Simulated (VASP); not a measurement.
# As (R-3m) in VASP: further runs

The runs below take As through single point, with PBEsol.

Program: VASP 6.6.1. These are calculated values, not measurements. Logs are shortened: lines on timing, memory, paths and dates and some standing lists are left out, and cuts for length are marked.

### 1 The cell of the first run

Symmetry: R-3m, No. 166, trigonal system. Conventional cell: a = 3.799 Å, b = 3.799 Å, c = 10.542 Å, α = 90.00°, β = 90.00°, γ = 120.00°. Within 3.3 Å of As (site symmetry 3m) lie 6 As at 2.53 to 3.15 Å.

### 2 Single point, PBEsol

The input, INCAR:

```
SYSTEM = As
ALGO     = Normal         ! electronic algorithm
EDIFF    = 1E-6           ! SCF threshold, eV
ENCUT    = 520            ! plane-wave cutoff, eV
GGA      = PS             ! functional
ISIF     = 2              ! what is computed and relaxed
ISMEAR   = -1             ! smearing method
LASPH    = .TRUE.         ! aspherical terms in the spheres
LCHARG   = .FALSE.        ! write CHGCAR
LREAL    = .FALSE.        ! projectors in reciprocal space
LWAVE    = .FALSE.        ! write WAVECAR
NBANDS   = 12             ! bands
NELM     = 80             ! most SCF steps
PREC     = Accurate       ! precision mode
SIGMA    = 0.05           ! smearing width, eV
```

The input, KPOINTS:

```
k-points
0
G
  7 7 7
  0 0 0
```

The input, POSCAR:

```
As
1.0
    1.8996048677      1.0967373817      3.5140619945
   -1.8996048677      1.0967373817      3.5140619945
    0.0000000000     -2.1934747634      3.5140619945
As
2
Direct
    0.2260000000      0.2260000000      0.2260000000
    0.7740000000      0.7740000000      0.7740000000
```

Potentials or basis: VASP PAW PBE potentials, release 64 (As).

Launch:

```console
cat potpaw_PBE.64/As/POTCAR > POTCAR
mpirun -np 1 vasp_std > vasp.out
```

OUTCAR:

```text
SYSTEM = As
   EDIFF = 1E-6
   ENCUT = 520
   GGA = PS
   ISIF = 2
   ISMEAR = -1
   LASPH = .TRUE.
   LREAL = .FALSE.
   NELM = 80
   PREC = Accurate

 ion  position               nearest neighbor table
   1  0.226  0.226  0.226-   2 2.53   2 2.53   2 2.53
   2  0.774  0.774  0.774-   1 2.53   1 2.53   1 2.53

  LATTYP: Found a trigonal (rhomboedric) cell.
 ALAT       =     4.1424585983
 COS(alpha) =     0.5794281604

  Lattice vectors:

 A1 = (   1.8996048677,   1.0967373817,   3.5140619945)
 A2 = (  -1.8996048677,   1.0967373817,   3.5140619945)
 A3 = (   0.0000000000,  -2.1934747634,   3.5140619945)

Analysis of symmetry for initial positions (statically):
=====================================================================
 Subroutine PRICEL returns:
 Original cell was already a primitive cell.

 Routine SETGRP: Setting up the symmetry group for a
 trigonal (rhombohedral) supercell.

 Subroutine GETGRP returns: Found 12 space group operations
 (whereof 12 operations were pure point group operations)
 out of a pool of 12 trial point group operations.

The static configuration has the point symmetry D_3d.

Analysis of symmetry for dynamics (positions and initial velocities):
=====================================================================
 Subroutine PRICEL returns:
 Original cell was already a primitive cell.

 Routine SETGRP: Setting up the symmetry group for a
 trigonal (rhombohedral) supercell.

 Subroutine GETGRP returns: Found 12 space group operations
 (whereof 12 operations were pure point group operations)
 out of a pool of 12 trial point group operations.

The dynamic configuration has the point symmetry D_3d.

 Subroutine INISYM returns: Found 12 space group operations
 (whereof 12 operations are pure point group operations),
 and found     1 'primitive' translations

----------------------------------------------------------------------------------------

                                     Primitive cell

  volume of cell :      43.9265

  direct lattice vectors                    reciprocal lattice vectors
     1.899604868  1.096737382  3.514061995     0.263212634  0.151965885  0.094856987
    -1.899604868  1.096737382  3.514061995    -0.263212634  0.151965885  0.094856987
     0.000000000 -2.193474763  3.514061995     0.000000000 -0.303931770  0.094856987

  length of vectors
     4.142458598  4.142458598  4.142458598     0.318390277  0.318390277  0.318390277

  position of ions in fractional coordinates (direct lattice)
     0.226000000  0.226000000  0.226000000
     0.774000000  0.774000000  0.774000000

  ion indices of the primitive-cell ions
   primitive index   ion index
                 1           1
                 2           2

----------------------------------------------------------------------------------------

 KPOINTS: k-points

Automatic generation of k-mesh.
 Grid dimensions read from file:
 generate k-points for:    7    7    7

 Generating k-lattice:

  Cartesian coordinates                     Fractional coordinates (reciprocal lattice)
     0.037601805  0.021709412  0.013550998     0.142857143  0.000000000  0.000000000
    -0.037601805  0.021709412  0.013550998     0.000000000  0.142857143  0.000000000
     0.000000000 -0.043418824  0.013550998     0.000000000  0.000000000  0.142857143

  Length of vectors
     0.045484325  0.045484325  0.045484325

  Shift w.r.t. Gamma in fractional coordinates (k-lattice)
     0.000000000  0.000000000  0.000000000

 Subroutine IBZKPT returns following result:
 ===========================================

 Found     44 irreducible k-points:

 Following reciprocal coordinates:
            Coordinates               Weight
  0.000000  0.000000  0.000000      1.000000
  0.142857 -0.000000  0.000000      6.000000
  0.285714 -0.000000  0.000000      6.000000
  0.428571  0.000000 -0.000000      6.000000
  0.142857  0.142857  0.000000      6.000000
  0.285714  0.142857  0.000000     12.000000
[... 16 lines left out ...]
  0.285714  0.285714  0.142857      6.000000
  0.428571  0.285714  0.142857     12.000000
 [... further k-points ...]
   k-points           NKPTS =     44   k-points in BZ     NKDIM =     44   number of bands    NBANDS=     12
   number of dos      NEDOS =    301   number of ions     NIONS =      2
   total plane-waves  NPLWV =  32768
   dimension x,y,z NGX =    32 NGY =   32 NGZ =   32
   dimension x,y,z NGXF=    64 NGYF=   64 NGZF=   64
   ions per type =               2
   NGX,Y,Z   is equivalent  to a cutoff of  12.84, 12.84, 12.84 a.u.
   NGXF,Y,Z  is equivalent  to a cutoff of  25.68, 25.68, 25.68 a.u.
 SYSTEM =  As
   PREC   = accura    normal or accurate (medium, high low for compatibility)
   ISTART =      0    job   : 0-new  1-cont  2-samecut
   ICHARG =      2    charge: 1-file 2-atom 10-const
   ISPIN  =      1    spin polarized calculation?
   LNONCOLLINEAR =      F non collinear calculations
   LSORBIT =      F    spin-orbit coupling
   LASPH  =      T    aspherical Exc in radial PAW
   ENCUT  =  520.0 eV  38.22 Ry    6.18 a.u.   7.70  7.70  7.70*2*pi/ulx,y,z
   NELM   =     80;   NELMIN=  2; NELMDL= -5     # of ELM steps
   EDIFF  = 0.1E-05   stopping-criterion for ELM
   LREAL  =      F    real-space projection
   EDIFFG = 0.1E-04   stopping-criterion for IOM
   NSW    =      0    number of steps for IOM
   IBRION =     -1    ionic relax: 0-MD 1-quasi-New 2-CG
   NFREE  =      0    steps in history (QN), initial steepest desc. (CG)
   ISIF   =      2    stress and relaxation
   ISYM   =      2    0-nonsym 1-usesym 2-fastsym
   POTIM  = 0.5000    time-step for ionic-motion
   TEBEG  =    0.0;   TEEND  =   0.0 temperature during run
   PSTRESS=    0.0 pullay stress
   NELECT =      10.0000    total number of electrons
   NUPDOWN=      -1.0000    fix difference up-down
   EMIN   =  10.00;   EMAX   =-10.00  energy-range for DOS
   EFERMI =   0.00;   METHOD = LEGACY
   ISMEAR =    -1;   SIGMA  =   0.05  broadening in eV -4-tet -1-fermi 0-gaus
   EFERMI_NEDOS =   21; number of points for ismear=-14 and -15
   IALGO  =     38    algorithm
   IMIX   =      4    mixing-type and parameters
     AMIX     =   0.40;   BMIX     =  1.00
     AMIX_MAG =   1.60;   BMIX_MAG =  1.00
  volume/ion in A,a.u.               =      21.96       148.22
  Fermi-wavevector in a.u.,A,eV,Ry     =   0.999615  1.888998 13.595343  0.999230
  Thomas-Fermi vector in A             =   2.131917
   LORBIT       =      0    0 simple, 1 ext, 2 COOP (PROOUT), +10 PAW based schemes
   GGA     = PS    functional components
   LHFCALC =     F    Hartree Fock is set to
   AEXX    =    0.0000 exact exchange contribution
   IVDW    =     0    specifies the selected vdW correction
   LEPSILON=     F    determine dielectric tensor
   LRPA    =     F    only Hartree local field effects (RPA)
 non-spin polarized calculation
  energy-cutoff  :      520.00
  volume of cell :       43.93
 maximum number of plane-waves:      1193
   NGX = 15   NGY = 15   NGZ = 15

 number of electron      10.0000000 magnetization

 number of electron       9.9999999 magnetization

 Free energy of the ion-electron system (eV)
  ---------------------------------------------------
  ext. energy  EPLUGINS =         0.00000000
  ---------------------------------------------------
  free energy    TOTEN  =       -10.22081061 eV

  energy without entropy =      -10.21837457  energy(sigma->0) =      -10.21959259

 E-fermi :   5.0664     XC(G=0): -10.0248

 val. band max:        5.0472549273   @ k =   0.4286   0.2857   0.2857
 cond. band min:       5.0844093444   @ k =   0.4286   0.0000  -0.0000
 fundamental gap:      0.0371544171
 Fermi energy:         5.0664284471

 k-point     1 :       0.0000    0.0000    0.0000
  band No.  band energies     occupation
      1      -9.7784      2.00000
      2      -0.7483      2.00000
      3       2.7652      2.00000
      4       3.0828      2.00000
      5       3.0828      2.00000
      6       6.6714      0.00000
      7       7.9725      0.00000
      8       7.9725      0.00000
      9      11.8964      0.00000
     10      11.8964      0.00000
     11      12.4090      0.00000
     12      13.8217      0.00000

 k-point     2 :       0.1429   -0.0000    0.0000
  band No.  band energies     occupation
      1      -9.5118      2.00000
      2      -1.6293      2.00000
      3       2.6580      2.00000
      4       2.8976      2.00000
      5       3.2165      2.00000
      6       6.9030      0.00000
      7       7.5690      0.00000
      8       7.7608      0.00000
      9      10.7702      0.00000
     10      11.5961      0.00000
     11      11.8290      0.00000
     12      15.1696      0.00000

 k-point     3 :       0.2857   -0.0000    0.0000
  band No.  band energies     occupation
      1      -8.7276      2.00000
      2      -3.5030      2.00000
      3       2.4016      2.00000
      4       2.5534      2.00000
      5       3.8052      2.00000
      6       5.9942      0.00000
      7       6.7419      0.00000
      8       7.0928      0.00000
      9      11.4150      0.00000
     10      12.1221      0.00000
     11      13.1638      0.00000
     12      17.3669      0.00000
[... 286 lines left out ...]
 k-point    23 :       0.2857    0.2857    0.1429
  band No.  band energies     occupation
      1      -9.0773      2.00000
      2      -2.8919      2.00000
      3       1.6517      2.00000
      4       2.3596      2.00000
      5       4.3801      2.00000
      6       6.4637      0.00000
      7       7.5042      0.00000
      8       8.1968      0.00000
      9      11.0454      0.00000
     10      13.1475      0.00000
     11      14.1017      0.00000
     12      15.3228      0.00000

 k-point    24 :       0.4286    0.2857    0.1429
  band No.  band energies     occupation
      1      -8.4358      2.00000
      2      -3.6707      2.00000
      3       0.4472      2.00000
      4       1.6752      2.00000
      5       4.0315      2.00000
      6       6.7548      0.00000
      7       8.0531      0.00000
      8       8.9643      0.00000
      9      11.0056      0.00000
     10      14.0407      0.00000
     11      15.3756      0.00000
     12      15.5661      0.00000

 [... further k-points ...]
[... 5 lines left out ...]
  --------------------------------------------------------------------------------------
  -------------------------------------------------------------------------------------
  Total       -0.2921319     -0.2921319     -0.3402150      0.0000000      0.0000000      0.0000000
  in kB      -10.6552342    -10.6552342    -12.4090199      0.0000000      0.0000000      0.0000000
  external PRESSURE =     -11.2398294 kB  Pullay stress =       0.0000000 kB

 VOLUME and BASIS-vectors are now :
 -----------------------------------------------------------------------------
  energy-cutoff  :      520.00
  volume of cell :       43.93
      direct lattice vectors                 reciprocal lattice vectors
     1.899604868  1.096737382  3.514061995     0.263212634  0.151965885  0.094856987
    -1.899604868  1.096737382  3.514061995    -0.263212634  0.151965885  0.094856987
     0.000000000 -2.193474763  3.514061995     0.000000000 -0.303931770  0.094856987

 POSITION                                       TOTAL-FORCE (eV/Angst)
 -----------------------------------------------------------------------------------
      0.00000      0.00000      2.38253         0.000000      0.000000      0.291709
      0.00000      0.00000      8.15965         0.000000     -0.000000     -0.291709
 -----------------------------------------------------------------------------------
    total drift:                               -0.000000     -0.000000      0.000000

  FREE ENERGIE OF THE ION-ELECTRON SYSTEM (eV)
  ---------------------------------------------------
  free  energy   TOTEN  =       -10.2208106051 eV

  energy  without entropy=      -10.2183745684  energy(sigma->0) =      -10.21959259
```

Wall time 10 s (1 thread of Intel Xeon Platinum 8488C (Sapphire Rapids), shared host); peak memory 0.17 GiB.

What came out:

```yaml
Free_energy: -10.2208 eV
Pressure: -1.1 GPa
Largest_force: 0.292 eV/Å
Band_gap_on_the_k_mesh: 0.04 eV, indirect (least direct gap 0.67 eV)
```

Forces in eV/Å, atoms in the order of the input:
```
As   0.000  0.000  0.292
As   0.000  0.000 -0.292
```

Levels at points of the mesh, in eV from the valence-band top:
| k point | band 2 | band 3 | band 4 | band 5 | band 6 | band 7 | band 8 | band 9 |
| --- | --- | --- | --- | --- | --- | --- | --- | --- |
| (0.00, 0.00, 0.00) | -5.80 | -2.28 | -1.96 | -1.96 | 1.62 | 2.93 | 2.93 | 6.85 |

Caveat: the PAW data sets were made with another functional, which shifts forces and pressure a little. A k mesh can miss the band edges.

### 3 Single point, PBEsol

This run uses another cell than the first one, of 22.40 Å³/atom, 1.020 times its volume.

The input, INCAR:

```
ALGO = Normal
EDIFF = 1E-6
ENCUT = 520
GGA = PS
ISIF = 2
ISMEAR = -1
LASPH = True
LCHARG = False
LREAL = False
LWAVE = False
NBANDS = 12
NELM = 80
PREC = Accurate
SIGMA = 0.05
```

The input, KPOINTS:

```
k-points
0
Gamma
  7 7 7
```

The input, POSCAR:

```
As
1.0
    1.9184128367      1.1075961676      3.5140619945
   -1.9184128367      1.1075961676      3.5140619945
    0.0000000000     -2.2151923353      3.5140619945
As
2
Direct
    0.2260000000      0.2260000000      0.2260000000
    0.7740000000      0.7740000000      0.7740000000
```

Potentials or basis: VASP PAW PBE potentials, release 64 (As).

Launch:

```console
cat potpaw_PBE.64/As/POTCAR > POTCAR
mpirun -np 1 vasp_std > vasp.out
```

Run time: 9.9 s. Hardware: 1 thread of Intel Xeon Platinum 8488C (Sapphire Rapids), shared host; peak memory 0.17 GiB.

It converged, with:

```
Free energy            : -10.2098 eV
Pressure               : -2.7 GPa
Largest force          : 0.191 eV/Å
Band gap on the k mesh : 0.09 eV, indirect (least direct gap 0.67 eV)
```

Forces in eV/Å, atoms in the order of the input:
```
As   0.000  0.000  0.191
As   0.000  0.000 -0.191
```

Stress tensor (GPa, compression positive):
```
-2.93  0.00  0.00
 0.00 -2.93  0.00
 0.00  0.00 -2.19
```

Levels at points of the mesh, in eV from the valence-band top:
| k point | band 3 | band 4 | band 5 | band 6 | band 7 | band 8 |
| --- | --- | --- | --- | --- | --- | --- |
| (0.00, 0.00, 0.00) | -2.09 | -1.90 | -1.90 | 1.68 | 2.96 | 2.96 |

Caveat: the PAW data sets were made with another functional, which shifts forces and pressure a little.

### 4 Single point, PBEsol

This run uses another cell than the first one, of 23.29 Å³/atom, 1.060 times its volume.

The input, INCAR:

```
SYSTEM = As
  ALGO = Normal
  EDIFF = 1E-6
  ENCUT = 520
  GGA = PS
  ISIF = 2
  ISMEAR = -1
  LASPH = .True.
  LCHARG = .True.
  LELF = .True.
  LREAL = .False.
  LVHAR = .True.
  LWAVE = .False.
  NBANDS = 12
  NELM = 80
  PREC = Accurate
  SIGMA = 0.05
```

The input, KPOINTS:

```
k-points
0
Gamma
  7 7 7
  0 0 0
```

The input, POSCAR:

```
As
1.0
    1.9560287746      1.1293137395      3.5140619945
   -1.9560287746      1.1293137395      3.5140619945
    0.0000000000     -2.2586274792      3.5140619945
As
2
Direct
    0.2260000000      0.2260000000      0.2260000000
    0.7740000000      0.7740000000      0.7740000000
```

Launch:

```console
cat potpaw_PBE.64/As/POTCAR > POTCAR
mpirun -np 1 vasp_std > vasp.out
```

Run time: 11 s. Hardware: 1 thread of Intel Xeon Platinum 8488C (Sapphire Rapids), shared host; peak memory 0.17 GiB.

The run converged. Its results:

```yaml
Free_energy: -10.1586 eV
Pressure: -5.4 GPa
Largest_force: 0.013 eV/Å
Band_gap_on_the_k_mesh: 0.20 eV, indirect (least direct gap 0.65 eV)
```

Forces in eV/Å, atoms in the order of the input:
```
As   0.000  0.000  0.013
As   0.000  0.000 -0.013
```

Stress tensor (GPa, compression positive):
```
-6.19  0.00  0.00
 0.00 -6.19  0.00
 0.00  0.00 -3.69
```

Levels at points of the mesh, in eV from the valence-band top:
| k point | band 3 | band 4 | band 5 | band 6 | band 7 | band 8 |
| --- | --- | --- | --- | --- | --- | --- |
| (0.00, 0.00, 0.00) | -1.77 | -1.77 | -1.72 | 1.80 | 3.02 | 3.02 |

Caveat: the PAW data sets were made with another functional, which shifts forces and pressure a little.

### 5 Overview

| cell | gap on the mesh (eV) | pressure (GPa) | largest force (eV/Å) |
| --- | --- | --- | --- |
| a = 4.142 Å, angles 54.6°, 2 atoms | 0.04 | -1.1 | 0.29 |
| a = 4.154 Å, angles 55.0°, 2 atoms | 0.09 | -2.7 | 0.19 |
| a = 4.177 Å, angles 55.8°, 2 atoms | 0.20 | -5.4 | 0.01 |

Alike in all rows: task single point; level PBEsol; potentials or basis VASP PAW PBE potentials, release 64 (As); no spin polarisation; k mesh 7 × 7 × 7; cutoff (eV) 520; smearing fermi-dirac 0.05 eV.

Caveats: the PAW data sets were made with another functional, which shifts forces and pressure a little.

Absolute energies hang on the potentials; compare differences alone.
